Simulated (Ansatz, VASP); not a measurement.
## BN in VASP and in Ansatz

```
B N
1.0
     1.30117    0.75123    3.23802
    -1.30117    0.75123    3.23802
     0.00000   -1.50246    3.23802
B N
1 1
Direct
  0.99967 0.99967 0.99967
  0.33276 0.33276 0.33276
```

Change from the starting cell: strain +0.040 along x and y, -0.040 along z, atoms carried along.

Alike in both runs: task single point; functional LDA; k mesh 12 × 12 × 12; occupations gaussian, width 0.05 eV; no spin polarisation.

|  | VASP | Ansatz |
| --- | --- | --- |
| version | VASP 6.6.1 | Ansatz 0.2.0 |
| potentials or method | VASP PAW LDA potentials, release 64 (B, N), cutoff 600 eV | scalar-relativistic, plane waves, PAW |
| valence electrons in the cell | 8 | 8 |

```tsv
	VASP	Ansatz	Ansatz less VASP
gap on the k mesh at the Fermi level (eV)	3.75	3.76	+0.013
least direct gap on the mesh (eV)	4.29	4.30	+0.008
pressure (GPa)	-27.9	-28.1	-0.21
traceless stress, the component that is largest in VASP (GPa)	27.43	27.84	+0.413
rms of the force components (eV/Å)	0.017	0.017	-0.0001
```

LDA's correlation is that of Perdew and Zunger in VASP and of Perdew and Wang (1992) in Ansatz. Atom by atom the forces differ by 0.000 eV/Å (rms over components).
